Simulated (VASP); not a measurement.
# CuSi16 (a cell with a defect) in VASP: further runs

CuSi16 (a cell with a defect) is run at these levels: PBE; tasks: single point.

Program: VASP 6.6.1. These are calculated values, not measurements. Logs are shortened: lines on timing, memory, paths and dates and some standing lists are left out, and cuts for length are marked.

**1. The cell of the first run**

The cell holds a defect, 17 atoms: a = 7.679 Å, b = 7.679 Å, c = 7.679 Å, α = 60.00°, β = 60.00°, γ = 60.00°.

**2. Single point, PBE**

Contents of INCAR:

```
  PREC = Accurate
  ENCUT = 520
  EDIFF = 1E-6
  ISMEAR = 0
  SIGMA = 0.02
  LREAL = Auto
  LASPH = True
  NELM = 80
  ALGO = Normal
  ISIF = 2
  LWAVE = False
  LCHARG = True
  GGA = PE
  LELF = True
  LVHAR = True
  NBANDS = 52
  NELECT = 74.0
```

Contents of KPOINTS:

```
regular mesh
0
Gamma
  2 2 2
```

Contents of POSCAR:

```
CuSi16
1.0
    0.0000000000      5.4300000000      5.4300000000
    5.4300000000      0.0000000000      5.4300000000
    5.4300000000      5.4300000000      0.0000000000
Si Cu
16 1
Direct
    0.0023409346      0.0087698489      0.0026227720
    0.1232537285      0.1397840029      0.1232961890
   -0.0131618402      0.0105042893      0.5058939213
    0.1150172320      0.1321644982      0.6300275894
    0.0072039507      0.5138813276      0.0074489477
    0.1322891437      0.6348444001      0.1325314569
    0.0003719691      0.5063474252      0.5050537522
    0.1270850609      0.6206916127      0.6360826134
    0.5057127013      0.0107270645     -0.0132204760
    0.6298275304      0.1322311335      0.1151131226
    0.4886756188     -0.0070427139      0.4888442858
    0.6190328450      0.1042797507      0.6189010299
    0.5047541851      0.5064025447      0.0006039064
    0.6359504441      0.6207319834      0.1271247973
    0.5107369223      0.4755431672      0.5109458913
    0.6279451611      0.6156571504      0.6281044041
    0.3522749127      0.8424856144      0.3519965967
```

Potentials or basis: VASP PAW PBE potentials, release 64 (Si, Cu).

Started as:

```
> cat potpaw_PBE.64/Si/POTCAR potpaw_PBE.64/Cu/POTCAR > POTCAR
> mpirun -np 1 vasp_std > vasp.out
```

OUTCAR:

```text
PREC = Accurate
   ENCUT = 520
   EDIFF = 1E-6
   ISMEAR = 0
   LREAL = Auto
   LASPH = True
   NELM = 80
   ISIF = 2
   GGA = PE
   NELECT = 74.0

 ion  position               nearest neighbor table
   1  0.002  0.009  0.003-   2 2.34  10 2.34   4 2.34   6 2.35
   2  0.123  0.140  0.123-   1 2.34   5 2.35   9 2.40   3 2.40  17 2.54
   3  0.987  0.011  0.506-  12 2.32   4 2.34  17 2.35   2 2.40   8 2.45
   4  0.115  0.132  0.630-   1 2.34   3 2.34   7 2.35  11 2.35
   5  0.007  0.514  0.007-   6 2.33  14 2.33   8 2.33   2 2.35
   6  0.132  0.635  0.133-   5 2.33  13 2.34   7 2.34   1 2.35
   7  0.000  0.506  0.505-   8 2.33   6 2.34  16 2.34   4 2.35
   8  0.127  0.621  0.636-   5 2.33   7 2.33  15 2.41   3 2.45  17 2.47
   9  0.506  0.011  0.987-  12 2.32  10 2.34  17 2.35   2 2.40  14 2.45
  10  0.630  0.132  0.115-   1 2.34   9 2.34  13 2.35  11 2.35
  11  0.489  0.993  0.489-  12 2.33   4 2.35  10 2.35  16 2.37  17 2.66
  12  0.619  0.104  0.619-   3 2.32   9 2.32  11 2.33  15 2.34
  13  0.505  0.506  0.001-  14 2.33   6 2.34  16 2.34  10 2.35
  14  0.636  0.621  0.127-   5 2.33  13 2.33  15 2.41   9 2.45  17 2.47
  15  0.511  0.476  0.511-  12 2.34  16 2.35  17 2.35   8 2.41  14 2.41
  16  0.628  0.616  0.628-   7 2.34  13 2.34  15 2.35  11 2.37
  17  0.352  0.842  0.352-   9 2.35   3 2.35  15 2.35  14 2.47   8 2.47   2 2.54  11 2.66

  LATTYP: Found a face centered cubic cell.
 ALAT       =    10.8600000000

  Lattice vectors:

 A1 = (   0.0000000000,   5.4300000000,   5.4300000000)
 A2 = (   5.4300000000,   0.0000000000,   5.4300000000)
 A3 = (   5.4300000000,   5.4300000000,   0.0000000000)

Analysis of symmetry for initial positions (statically):
=====================================================================
 Subroutine PRICEL returns:
 Original cell was already a primitive cell.

 Routine SETGRP: Setting up the symmetry group for a
 face centered cubic supercell.

 Subroutine GETGRP returns: Found  1 space group operations
 (whereof  1 operations were pure point group operations)
 out of a pool of 48 trial point group operations.

The static configuration has the point symmetry C_1 .

Analysis of symmetry for dynamics (positions and initial velocities):
=====================================================================
 Subroutine PRICEL returns:
 Original cell was already a primitive cell.

 Routine SETGRP: Setting up the symmetry group for a
 face centered cubic supercell.

 Subroutine GETGRP returns: Found  1 space group operations
 (whereof  1 operations were pure point group operations)
 out of a pool of 48 trial point group operations.

The dynamic configuration has the point symmetry C_1 .

 Subroutine INISYM returns: Found  1 space group operations
 (whereof  1 operations are pure point group operations),
 and found     1 'primitive' translations

----------------------------------------------------------------------------------------

                                     Primitive cell

  volume of cell :     320.2060

  direct lattice vectors                    reciprocal lattice vectors
     0.000000000  5.430000000  5.430000000    -0.092081031  0.092081031  0.092081031
     5.430000000  0.000000000  5.430000000     0.092081031 -0.092081031  0.092081031
     5.430000000  5.430000000  0.000000000     0.092081031  0.092081031 -0.092081031

  length of vectors
     7.679179644  7.679179644  7.679179644     0.159489025  0.159489025  0.159489025

  position of ions in fractional coordinates (direct lattice)
     0.002340935  0.008769849  0.002622772
     0.123253729  0.139784003  0.123296189
     0.986838160  0.010504289  0.505893921
     0.115017232  0.132164498  0.630027589
     0.007203951  0.513881328  0.007448948
     0.132289144  0.634844400  0.132531457
[... 9 lines left out ...]
     0.627945161  0.615657150  0.628104404
     0.352274913  0.842485614  0.351996597

  ion indices of the primitive-cell ions
   primitive index   ion index
                 1           1
                 2           2
                 3           3
                 4           4
                 5           5
                 6           6
[... 9 lines left out ...]
                16          16
                17          17

----------------------------------------------------------------------------------------

 KPOINTS: regular mesh

Automatic generation of k-mesh.
 Grid dimensions read from file:
 generate k-points for:    2    2    2

 Generating k-lattice:

  Cartesian coordinates                     Fractional coordinates (reciprocal lattice)
    -0.046040516  0.046040516  0.046040516     0.500000000  0.000000000  0.000000000
     0.046040516 -0.046040516  0.046040516     0.000000000  0.500000000  0.000000000
     0.046040516  0.046040516 -0.046040516     0.000000000  0.000000000  0.500000000

  Length of vectors
     0.079744512  0.079744512  0.079744512

  Shift w.r.t. Gamma in fractional coordinates (k-lattice)
     0.000000000  0.000000000  0.000000000

 Subroutine IBZKPT returns following result:
 ===========================================

 Found      8 irreducible k-points:

 Following reciprocal coordinates:
            Coordinates               Weight
  0.000000  0.000000  0.000000      1.000000
  0.500000  0.000000  0.000000      1.000000
  0.000000  0.500000  0.000000      1.000000
  0.000000  0.000000  0.500000      1.000000
  0.500000  0.500000  0.500000      1.000000
  0.500000  0.500000  0.000000      1.000000
  0.000000  0.500000  0.500000      1.000000
  0.500000  0.000000  0.500000      1.000000
   k-points           NKPTS =      8   k-points in BZ     NKDIM =      8   number of bands    NBANDS=     52
   number of dos      NEDOS =    301   number of ions     NIONS =     17
   total plane-waves  NPLWV = 216000
   dimension x,y,z NGX =    60 NGY =   60 NGZ =   60
   dimension x,y,z NGXF=   120 NGYF=  120 NGZF=  120
   ions per type =              16   1
   NGX,Y,Z   is equivalent  to a cutoff of  12.99, 12.99, 12.99 a.u.
   NGXF,Y,Z  is equivalent  to a cutoff of  25.98, 25.98, 25.98 a.u.
 SYSTEM =  unknown system
   PREC   = accura    normal or accurate (medium, high low for compatibility)
   ISTART =      0    job   : 0-new  1-cont  2-samecut
   ICHARG =      2    charge: 1-file 2-atom 10-const
   ISPIN  =      1    spin polarized calculation?
   LNONCOLLINEAR =      F non collinear calculations
   LSORBIT =      F    spin-orbit coupling
   LASPH  =      T    aspherical Exc in radial PAW
   ENCUT  =  520.0 eV  38.22 Ry    6.18 a.u.  14.28 14.28 14.28*2*pi/ulx,y,z
   NELM   =     80;   NELMIN=  2; NELMDL= -5     # of ELM steps
   EDIFF  = 0.1E-05   stopping-criterion for ELM
   LREAL  =      T    real-space projection
   EDIFFG = 0.1E-04   stopping-criterion for IOM
   NSW    =      0    number of steps for IOM
   IBRION =     -1    ionic relax: 0-MD 1-quasi-New 2-CG
   NFREE  =      0    steps in history (QN), initial steepest desc. (CG)
   ISIF   =      2    stress and relaxation
   ISYM   =      2    0-nonsym 1-usesym 2-fastsym
   POTIM  = 0.5000    time-step for ionic-motion
   TEBEG  =    0.0;   TEEND  =   0.0 temperature during run
   PSTRESS=    0.0 pullay stress
   NELECT =      74.0000    total number of electrons
   NUPDOWN=      -1.0000    fix difference up-down
   EMIN   =  10.00;   EMAX   =-10.00  energy-range for DOS
   EFERMI =   0.00;   METHOD = LEGACY
   ISMEAR =     0;   SIGMA  =   0.02  broadening in eV -4-tet -1-fermi 0-gaus
   EFERMI_NEDOS =   21; number of points for ismear=-14 and -15
   IALGO  =     38    algorithm
   IMIX   =      4    mixing-type and parameters
     AMIX     =   0.40;   BMIX     =  1.00
     AMIX_MAG =   1.60;   BMIX_MAG =  1.00
  volume/ion in A,a.u.               =      18.84       127.11
  Fermi-wavevector in a.u.,A,eV,Ry     =   1.004636  1.898488 13.732283  1.009294
  Thomas-Fermi vector in A             =   2.137265
   LORBIT       =      0    0 simple, 1 ext, 2 COOP (PROOUT), +10 PAW based schemes
   GGA     = PE    functional components
   LHFCALC =     F    Hartree Fock is set to
   AEXX    =    0.0000 exact exchange contribution
   IVDW    =     0    specifies the selected vdW correction
   LEPSILON=     F    determine dielectric tensor
   LRPA    =     F    only Hartree local field effects (RPA)
 non-spin polarized calculation
 Gauss-broadening in eV      SIGMA  =   0.02
  energy-cutoff  :      520.00
  volume of cell :      320.21
 maximum number of plane-waves:      8646
 NGX is ok and might be reduce to    60
   NGX = 29   NGY = 29   NGZ = 29

 number of electron      74.0000002 magnetization

 Free energy of the ion-electron system (eV)
  ---------------------------------------------------
  ext. energy  EPLUGINS =         0.00000000
  ---------------------------------------------------
  free energy    TOTEN  =       -94.22276334 eV

  energy without entropy =      -94.22276334  energy(sigma->0) =      -94.22276334

 E-fermi :   6.4017     XC(G=0):  -9.6098

 val. band max:        6.3260768014   @ k =   0.0000   0.0000   0.0000
 cond. band min:       6.4773951932   @ k =   0.0000   0.0000   0.0000
 fundamental gap:      0.1513183918
 Fermi energy:         6.4017426878

 k-point     1 :       0.0000    0.0000    0.0000
  band No.  band energies     occupation
      1      -5.8943      2.00000
      2      -3.5307      2.00000
      3      -3.5138      2.00000
      4      -3.4873      2.00000
      5      -3.4662      2.00000
      6      -2.0098      2.00000
[... 41 lines left out ...]
     48       8.4716      0.00000
     49       8.5748      0.00000

 k-point     2 :       0.5000    0.0000    0.0000
  band No.  band energies     occupation
      1      -5.1981      2.00000
      2      -4.9635      2.00000
      3      -3.3055      2.00000
      4      -3.2501      2.00000
      5      -3.1516      2.00000
      6      -3.0382      2.00000
[... 304 lines left out ...]
 k-point     8 :       0.5000    0.0000    0.5000
  band No.  band energies     occupation
      1      -4.9276      2.00000
      2      -4.7216      2.00000
      3      -3.8824      2.00000
      4      -3.7620      2.00000
      5      -3.7614      2.00000
      6      -3.7306      2.00000
[... 41 lines left out ...]
     48      10.4747      0.00000
     49      10.4937      0.00000
 [bands above 49 left out]

------------------------ aborting loop because EDIFF is reached ----------------------------------------

  FORCE on cell =-STRESS in cart. coord.  units (eV):
  Direction    XX          YY          ZZ          XY          YZ          ZX
  --------------------------------------------------------------------------------------
  -------------------------------------------------------------------------------------
  Total       -1.3312950     -1.9640017     -1.3564051      0.0570879      0.0852499     -0.7450464
  in kB       -6.6612450     -9.8270453     -6.7868852      0.2856439      0.4265549     -3.7279014
  external PRESSURE =      -7.7583918 kB  Pullay stress =       0.0000000 kB

 VOLUME and BASIS-vectors are now :
 -----------------------------------------------------------------------------
  energy-cutoff  :      520.00
  volume of cell :      320.21
      direct lattice vectors                 reciprocal lattice vectors
     0.000000000  5.430000000  5.430000000    -0.092081031  0.092081031  0.092081031
     5.430000000  0.000000000  5.430000000     0.092081031 -0.092081031  0.092081031
     5.430000000  5.430000000  0.000000000     0.092081031  0.092081031 -0.092081031

 POSITION                                       TOTAL-FORCE (eV/Angst)
 -----------------------------------------------------------------------------------
      0.06186      0.02695      0.06033        -0.001162     -0.000250      0.003120
      1.42853      1.33877      1.42829         0.001511     -0.005697     -0.002543
      2.80404      8.10554      5.41557         0.002429     -0.004282     -0.007093
      4.13870      4.04559      1.34220        -0.003090     -0.003405     -0.005310
      2.83082      0.07957      2.82949        -0.003501     -0.007722      0.000456
      4.16685      1.43798      4.16554        -0.002210     -0.000280     -0.004218
[... 9 lines left out ...]
      6.75363      6.82035      6.75276        -0.000886     -0.001425     -0.004674
      6.48604      3.82419      6.48755         0.009239      0.008867      0.001040
 -----------------------------------------------------------------------------------
    total drift:                               -0.003060      0.005597     -0.002833

  FREE ENERGIE OF THE ION-ELECTRON SYSTEM (eV)
  ---------------------------------------------------
  free  energy   TOTEN  =       -94.2227633428 eV

  energy  without entropy=      -94.2227633411  energy(sigma->0) =      -94.22276334
```

It took 3.4 min on 1 thread of Intel Xeon 6975P-C (Granite Rapids), shared host; peak memory 0.48 GiB.

What came out:

```
Free energy   : -94.2228 eV
Largest force : 0.018 eV/Å
```

Forces in eV/Å, atoms in the order of the input:
```
Si  -0.001  0.000  0.003
Si   0.002 -0.006 -0.003
Si   0.002 -0.004 -0.007
Si  -0.003 -0.003 -0.005
Si  -0.004 -0.008  0.000
Si  -0.002  0.000 -0.004
Si   0.001  0.001  0.005
Si   0.004  0.005 -0.008
Si  -0.016 -0.005  0.006
Si  -0.001 -0.003 -0.005
Si   0.006  0.015  0.008
Si   0.005  0.005  0.002
Si   0.000  0.000  0.004
Si  -0.004  0.002  0.002
Si   0.002 -0.006  0.005
Si  -0.001 -0.001 -0.005
Cu   0.009  0.009  0.001
```

Caveat: the k points lie up to 0.50 Å⁻¹ apart; the cell carries a net charge on a neutralising background, which shifts energy and pressure; the cell is charged against a uniform background, so pressure and absolute levels hang on convention.

**3. Single point, PBE**

Contents of INCAR:

```
ALGO = Normal
EDIFF = 1E-7
ENCUT = 520
GGA = PE
ISIF = 2
ISMEAR = 0
LASPH = T
LCHARG = F
LREAL = Auto
LWAVE = F
NBANDS = 52
NELECT = 74.0
NELM = 60
PREC = Accurate
SIGMA = 0.02
```

Contents of KPOINTS:

```
k-points
0
Gamma
  2 2 2
```

Contents of POSCAR:

```
CuSi16
1.0
    0.0000000000      5.4300000000      5.4300000000
    5.4300000000      0.0000000000      5.4300000000
    5.4300000000      5.4300000000      0.0000000000
Si Cu
16 1
Direct
    0.0023409761      0.0087698895      0.0026227440
    0.1232537753      0.1397839779      0.1232961326
   -0.0131617864      0.0105043278      0.5058938306
    0.1150172192      0.1321645488      0.6300275322
    0.0072039595      0.5138813076      0.0074488950
    0.1322891344      0.6348443831      0.1325314917
    0.0003720074      0.5063473297      0.5050537753
    0.1270849908      0.6206916206      0.6360825967
    0.5057127072      0.0107270718     -0.0132204420
    0.6298276243      0.1322311234      0.1151130755
    0.4886755985     -0.0070426335      0.4888442910
    0.6190327808      0.1042797422      0.6189011050
    0.5047541436      0.5064025783      0.0006038674
    0.6359505525      0.6207319521      0.1271247698
    0.5107369245      0.4755431860      0.5109459484
    0.6279452118      0.6156571823      0.6281043278
    0.3522749540      0.8424856354      0.3519965009
```

Potentials or basis: VASP PAW PBE potentials, release 64 (Si, Cu).

Started as:

```
> cat potpaw_PBE.64/Si/POTCAR potpaw_PBE.64/Cu/POTCAR > POTCAR
> mpirun -np 1 vasp_std > vasp.out
```

Wall time 5.4 min (1 thread of Intel Xeon 6975P-C (Granite Rapids), shared host); peak memory 0.47 GiB.

Results (log left out):

```
Free energy   : -94.2228 eV
Largest force : 0.018 eV/Å
```

Forces on the atoms (eV/Å):
```
Si  -0.001  0.000  0.003
Si   0.002 -0.005 -0.003
Si   0.002 -0.004 -0.007
Si  -0.003 -0.003 -0.005
Si  -0.003 -0.008  0.000
Si  -0.002  0.000 -0.004
Si   0.001  0.001  0.005
Si   0.004  0.005 -0.008
Si  -0.016 -0.005  0.005
Si  -0.001 -0.003 -0.005
Si   0.006  0.015  0.008
Si   0.005  0.005  0.002
Si   0.000  0.000  0.004
Si  -0.003  0.002  0.002
Si   0.002 -0.006  0.005
Si  -0.001 -0.002 -0.005
Cu   0.009  0.009  0.001
```

Levels at points of the mesh, in eV from the Fermi level:
| k point | band 33 | band 34 | band 35 | band 36 | band 37 | band 38 | band 39 | band 40 | band 41 | band 42 |
| --- | --- | --- | --- | --- | --- | --- | --- | --- | --- | --- |
| (0.00, 0.00, 0.00) | -1.06 | -1.01 | -0.64 | -0.19 | -0.08 | 0.08 | 0.40 | 0.59 | 0.61 | 0.68 |
| (0.50, 0.00, 0.00) | -2.01 | -0.94 | -0.90 | -0.84 | -0.74 | 0.55 | 1.12 | 1.25 | 1.31 | 1.44 |
| (0.00, 0.50, 0.00) | -2.04 | -0.94 | -0.88 | -0.87 | -0.80 | 0.49 | 1.16 | 1.24 | 1.32 | 1.42 |
| (0.00, 0.00, 0.50) | -2.01 | -0.94 | -0.90 | -0.84 | -0.75 | 0.55 | 1.12 | 1.25 | 1.31 | 1.44 |
| (0.50, 0.50, 0.50) | -2.14 | -0.91 | -0.89 | -0.65 | -0.52 | 0.52 | 1.00 | 1.34 | 1.37 | 1.57 |
| (0.50, 0.50, 0.00) | -1.83 | -1.54 | -1.46 | -1.43 | -1.08 | 0.65 | 0.99 | 1.94 | 2.06 | 2.17 |
| (0.00, 0.50, 0.50) | -1.83 | -1.54 | -1.46 | -1.43 | -1.08 | 0.65 | 0.99 | 1.94 | 2.06 | 2.17 |
| (0.50, 0.00, 0.50) | -1.86 | -1.51 | -1.50 | -1.42 | -1.12 | 0.67 | 0.98 | 1.95 | 2.05 | 2.17 |

Caveat: the k points lie up to 0.50 Å⁻¹ apart; the cell carries a net charge on a neutralising background, which shifts energy and pressure; the cell is charged against a uniform background, so pressure and absolute levels hang on convention.
